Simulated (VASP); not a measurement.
Set up this calculation in VASP 6.6.1, as the native input.

| Quantity | Value |
| --- | --- |
| Task | single point |
| Functional | r2SCAN50 |
| Potentials or basis | VASP PAW PBE potentials, release 64 (Cd, Se) |
| Cutoff | 520 eV |
| k mesh | 4 × 4 × 4 |
| Occupations | fermi-dirac, width 0.05 eV |
| Spin | no spin polarisation |
| Dipole correction | no |
| Grid for exact exchange (PRECFOCK) | Normal |
| Further INCAR settings | ALGO = Normal; EDIFF = 1e-06; NBANDS = 16 |
| Share of exact exchange | 0.5 |

Crystal: CdSe.

```
Cd Se
1.0
     0.00000    3.04966    3.04966
     3.04966    0.00000    3.04966
     3.04966    3.04966    0.00000
Cd Se
1 1
Cartesian
  0.0000 0.0000 0.0000
  1.5248 1.5248 1.5248
```

These files were run (other wordings do the same):

POSCAR

```
CdSe
1.0
    0.0000000000      3.0496647307      3.0496647307
    3.0496647307      0.0000000000      3.0496647307
    3.0496647307      3.0496647307      0.0000000000
Cd Se
1 1
Direct
    0.0000000000      0.0000000000      0.0000000000
    0.2500000000      0.2500000000      0.2500000000
```

INCAR.step1

```
ALGO = Normal ; EDIFF = 1E-5
ENCUT = 520 ; GGA = PE
ISIF = 2 ; ISMEAR = -1
LASPH = T ; LCHARG = F
LREAL = F ; LWAVE = T
NBANDS = 16 ; NELM = 80
PREC = Accurate ; SIGMA = 0.05
```

INCAR.step2

```
AEXX = 0.5 ; ALGO = Normal
EDIFF = 1E-6 ; ENCUT = 520
ISIF = 2 ; ISMEAR = -1
ISTART = 1 ; LASPH = T
LCHARG = F ; LHFCALC = T
LMIXTAU = T ; LREAL = F
LWAVE = F ; METAGGA = R2SCAN
NBANDS = 16 ; NELM = 80
PREC = Accurate ; PRECFOCK = Normal
SIGMA = 0.05
```

KPOINTS

```
k-points
0
Gamma
  4 4 4
```

Potentials or basis: VASP PAW PBE potentials, release 64 (Cd, Se).

Command:

```bash
$ cat potpaw_PBE.64/Cd/POTCAR potpaw_PBE.64/Se/POTCAR > POTCAR
$ cp INCAR.step1 INCAR
$ mpirun -np 1 vasp_std > vasp.out
$ cp INCAR.step2 INCAR
$ mpirun -np 1 vasp_std > vasp.out
```

Results of the run:

- Pressure: -0.2 GPa
- Band gap on the k mesh: 4.04 eV

Caveat: the k points lie up to 0.45 Å⁻¹ apart; the PAW data sets were made with another functional, which shifts forces and pressure a little.

It took 11 min on 1 thread of Intel(R) Xeon(R) 6975P-C (Granite Rapids) (shared host), peak memory 0.2 GiB.
